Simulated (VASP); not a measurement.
# Ti (P6/mmm) in VASP: further runs, part 2 of 2

VASP 6.6.1. Earlier steps stand in the parts before.

### 4 Single point, PBEsol

This run uses another cell than the first one, of 16.47 Å³/atom.

INCAR

```
SYSTEM = Ti
PREC = Accurate
ENCUT = 550
EDIFF = 1E-6
ISMEAR = 0
SIGMA = 0.15
LREAL = .FALSE.
LASPH = .TRUE.
NELM = 300
ALGO = All
ISIF = 2
LWAVE = .FALSE.
LCHARG = .FALSE.
GGA = PS
NBANDS = 25
GGA_COMPAT = .FALSE.
ISEARCH = 1
KPAR = 4
```

KPOINTS

```
regular mesh
0
G
  12 12 18
  0 0 0
```

POSCAR

```
Ti
1.0
    4.5152900513      0.0000000000      0.0000000000
   -2.2576450256      3.9103558898      0.0000000000
    0.0000000000      0.0000000000      2.7987936488
Ti
3
Direct
    0.0000000000      0.0000000000      0.0000000000
    0.3333333333      0.6666666667      0.5000000000
    0.6666666667      0.3333333333      0.5000000000
```

Potentials or basis: VASP PAW PBE potentials, release 64 (Ti_sv).

On the command line:

```bash
$ cat potpaw_PBE.64/Ti_sv/POTCAR > POTCAR
$ mpirun -np 4 vasp_std > vasp.out
```

OUTCAR:

```text
SYSTEM = Ti
   PREC = Accurate
   ENCUT = 550
   EDIFF = 1E-6
   ISMEAR = 0
   LREAL = .FALSE.
   LASPH = .TRUE.
   NELM = 300
   ISIF = 2
   GGA = PS

 ion  position               nearest neighbor table
   1  0.000  0.000  0.000-
   2  0.333  0.667  0.500-   3 2.61   3 2.61   3 2.61
   3  0.667  0.333  0.500-   2 2.61   2 2.61   2 2.61

  LATTYP: Found a hexagonal cell.
 ALAT       =     4.5152900513
 C/A-ratio  =     0.6198480312

  Lattice vectors:

 A1 = (   4.5152900513,   0.0000000000,   0.0000000000)
 A2 = (  -2.2576450256,   3.9103558898,   0.0000000000)
 A3 = (   0.0000000000,   0.0000000000,   2.7987936488)

Analysis of symmetry for initial positions (statically):
=====================================================================
 Subroutine PRICEL returns:
 Original cell was already a primitive cell.

 Routine SETGRP: Setting up the symmetry group for a
 hexagonal supercell.

 Subroutine GETGRP returns: Found 24 space group operations
 (whereof 24 operations were pure point group operations)
 out of a pool of 24 trial point group operations.

The static configuration has the point symmetry D_6h.

Analysis of symmetry for dynamics (positions and initial velocities):
=====================================================================
 Subroutine PRICEL returns:
 Original cell was already a primitive cell.

 Routine SETGRP: Setting up the symmetry group for a
 hexagonal supercell.

 Subroutine GETGRP returns: Found 24 space group operations
 (whereof 24 operations were pure point group operations)
 out of a pool of 24 trial point group operations.

The dynamic configuration has the point symmetry D_6h.

 Subroutine INISYM returns: Found 24 space group operations
 (whereof 24 operations are pure point group operations),
 and found     1 'primitive' translations

[... 112 lines left out ...]
   EFERMI_NEDOS =   21; number of points for ismear=-14 and -15
   IALGO  =     58    algorithm
   IMIX   =      4    mixing-type and parameters
     AMIX     =   0.40;   BMIX     =  1.00
     AMIX_MAG =   1.60;   BMIX_MAG =  1.00
  volume/ion in A,a.u.               =      16.47       111.16
  Fermi-wavevector in a.u.,A,eV,Ry     =   1.473052  2.783665 29.523037  2.169882
  Thomas-Fermi vector in A             =   2.587992
   LORBIT       =      0    0 simple, 1 ext, 2 COOP (PROOUT), +10 PAW based schemes
   GGA     = PS    functional components
   LHFCALC =     F    Hartree Fock is set to
   AEXX    =    0.0000 exact exchange contribution
   IVDW    =     0    specifies the selected vdW correction
   LEPSILON=     F    determine dielectric tensor
   LRPA    =     F    only Hartree local field effects (RPA)
 non-spin polarized calculation
 Gauss-broadening in eV      SIGMA  =   0.15
  energy-cutoff  :      550.00
  volume of cell :       49.42
 maximum number of plane-waves:      1464
 NGX is ok and might be reduce to    36
   NGX = 17   NGY = 17   NGZ = 11

 number of electron      36.0000008 magnetization

 Free energy of the ion-electron system (eV)
  ---------------------------------------------------
  ext. energy  EPLUGINS =         0.00000000
  ---------------------------------------------------
  free energy    TOTEN  =       -25.07404871 eV

  energy without entropy =      -25.04301226  energy(sigma->0) =      -25.05853048

 E-fermi :   8.6546     XC(G=0): -11.8905

 val. band max:        8.6516757508   @ k =   0.4167   0.0833   0.1667
 cond. band min:       8.6684040096   @ k =   0.3333   0.2500   0.3889
 fundamental gap:      0.0167282588
 Fermi energy:         8.6546246489

 k-point     1 :       0.0000    0.0000    0.0000
  band No.  band energies     occupation
      1     -47.9167      2.00000
      2     -47.6586      2.00000
      3     -47.4699      2.00000
      4     -24.3463      2.00000
      5     -24.3463      2.00000
      6     -24.2649      2.00000
[... 661 lines left out ...]
     24      10.8368      0.00000
     25      11.7217      0.00000

 [... further k-points ...]

------------------------ aborting loop because EDIFF is reached ----------------------------------------

  FORCE on cell =-STRESS in cart. coord.  units (eV):
  Direction    XX          YY          ZZ          XY          YZ          ZX
  --------------------------------------------------------------------------------------
  -------------------------------------------------------------------------------------
  Total       -0.0914716     -0.0914716     -0.0626024     -0.0000000      0.0000000     -0.0000000
  in kB       -2.9656774     -2.9656774     -2.0296863     -0.0000000      0.0000000     -0.0000000
  external PRESSURE =      -2.6536803 kB  Pullay stress =       0.0000000 kB

 VOLUME and BASIS-vectors are now :
 -----------------------------------------------------------------------------
  energy-cutoff  :      550.00
  volume of cell :       49.42
      direct lattice vectors                 reciprocal lattice vectors
     4.515290051  0.000000000  0.000000000     0.221469715  0.127865599  0.000000000
    -2.257645026  3.910355890  0.000000000     0.000000000  0.255731199  0.000000000
     0.000000000  0.000000000  2.798793649     0.000000000  0.000000000  0.357296795

 POSITION                                       TOTAL-FORCE (eV/Angst)
 -----------------------------------------------------------------------------------
      0.00000      0.00000      0.00000         0.000000      0.000000     -0.000000
     -0.00000      2.60690      1.39940        -0.000000      0.000000      0.000000
      2.25765      1.30345      1.39940         0.000000     -0.000000     -0.000000
 -----------------------------------------------------------------------------------
    total drift:                                0.000000      0.000000     -0.000000

  FREE ENERGIE OF THE ION-ELECTRON SYSTEM (eV)
  ---------------------------------------------------
  free  energy   TOTEN  =       -25.0740487146 eV

  energy  without entropy=      -25.0430169161  energy(sigma->0) =      -25.05853282
```

stdout:

```text
POSCAR found type information on POSCAR Ti
 POSCAR found :  1 types and       3 ions
 scaLAPACK will be used
 -----------------------------------------------------------------------------
|                                                                             |
[... 58 lines left out ...]
 gam= 0.566 trial= 0.429  step=  0.6563 mean=  0.4286
 gam= 1.567 g(H,U,f)=  0.319E-05 0.202E-05 0.166E-06 ort(H,U,f) = 0.166E-06-0.616E-06-0.470E-07
 gam= 1.567 trial= 0.451  step=  0.3278 mean=  0.4514
 gam= 0.487 g(H,U,f)=  0.222E-05 0.354E-06 0.412E-07 ort(H,U,f) = 0.235E-06-0.465E-06-0.427E-07
 gam= 0.487 trial= 0.439  step=  0.7134 mean=  0.4390
 final diagonalization occupied
```

It took 48 s on 4 MPI ranks of Intel Xeon 6975P-C (Granite Rapids), shared host; peak memory 0.52 GiB.

Results:

```yaml
Free_energy: -25.0740 eV
Pressure: -0.3 GPa
Band_gap_on_the_k_mesh: zero (bands 18 and 19 overlap by 0.36 eV)
```

Caveat: the PAW data sets were made with another functional, which shifts forces and pressure a little.

### 5 Single point, PBEsol

This run uses another cell than the first one, of 16.47 Å³/atom.

INCAR

```
SYSTEM = Ti
ALGO = Fast
EDIFF = 1E-6
ENCUT = 520
GGA = PS
ISIF = 2
ISMEAR = 0
ISYM = 0
LASPH = .True.
LCHARG = .False.
LREAL = .False.
LWAVE = .False.
NBANDS = 25
NELM = 80
PREC = Accurate
SIGMA = 0.1
```

KPOINTS

```
k-points
0
Gamma
  12 8 9
  0 0 0
```

POSCAR

```
Ti
1.0
    2.7987936497      0.0000000000      0.0000000000
    0.0000000000      4.5152900626      0.0000000000
    0.0000000000     -2.2576450313      3.9103558997
Ti
3
Direct
    0.0000000000      0.0000000000      0.0000000000
    0.5000000000      0.6666666667      0.3333333333
    0.5000000000      0.3333333333      0.6666666667
```

On the command line:

```bash
$ cat potpaw_PBE.64/Ti_sv/POTCAR > POTCAR
$ mpirun -np 1 vasp_std > vasp.out
```

Wall time 24 min (1 thread of Intel Xeon Platinum 8259CL at 2.50GHz (Skylake/Cascade Lake), shared host); peak memory 0.5 GiB.

The run converged. Its results:

```
Free energy            : -25.0663 eV
Pressure               : -0.3 GPa
Band gap on the k mesh : zero (bands 18 and 19 overlap by 0.38 eV)
```

Levels at points of the mesh, in eV from the Fermi level:
```
           k point  band 15  band 16  band 17  band 18  band 19  band 20  band 21  band 22
(0.00, 0.00, 0.00)    -0.72    -0.72    -0.61    -0.61    -0.02     0.71     1.34     1.34
(0.50, 0.00, 0.00)    -2.21    -1.73    -1.71    -1.71     1.09     1.09     1.30     1.30
(0.00, 0.50, 0.00)    -2.73    -0.45    -0.43    -0.37     0.04     0.56     1.05     1.25
(0.50, 0.50, 0.00)    -1.79    -1.24    -0.68    -0.67     0.34     0.83     1.03     1.10
```

Caveat: the PAW data sets were made with another functional, which shifts forces and pressure a little.

### 6 Summary

| cell | k mesh | cutoff (eV) | smearing | second try | gap on the mesh (eV) | pressure (GPa) |
| --- | --- | --- | --- | --- | --- | --- |
| a = 4.380, b = 4.380, c = 2.849 Å, angles 90.0, 90.0, 120.0°, 3 atoms, atomic positions A | 12 × 12 × 18 | 550 | gaussian 0.1 eV | not_converged | none | 5.1 |
| a = 4.425, b = 4.425, c = 2.826 Å, angles 90.0, 90.0, 120.0°, 3 atoms, atomic positions A | 12 × 12 × 18 | 550 | gaussian 0.1 eV | not_converged | none | 3.5 |
| a = 4.515, b = 4.515, c = 2.799 Å, angles 90.0, 90.0, 120.0°, 3 atoms, atomic positions A | 12 × 12 × 18 | 550 | gaussian 0.15 eV | not_converged | none | -0.3 |
| a = 2.799, b = 4.515, c = 4.515 Å, angles 120.0, 90.0, 90.0°, 3 atoms, atomic positions B | 12 × 8 × 9 | 520 | gaussian 0.1 eV | - | none | -0.3 |

Alike in all rows: task single point; level PBEsol; potentials or basis VASP PAW PBE potentials, release 64 (Ti_sv); no spin polarisation.

Caveats: the PAW data sets were made with another functional, which shifts forces and pressure a little; the stress differs along the axes, from -1 to 8 GPa (at least some runs); the stress differs along the axes, from -0 to 5 GPa (at least some runs).

Total energies depend on the potentials used, so only differences within one code and one set of settings carry meaning.
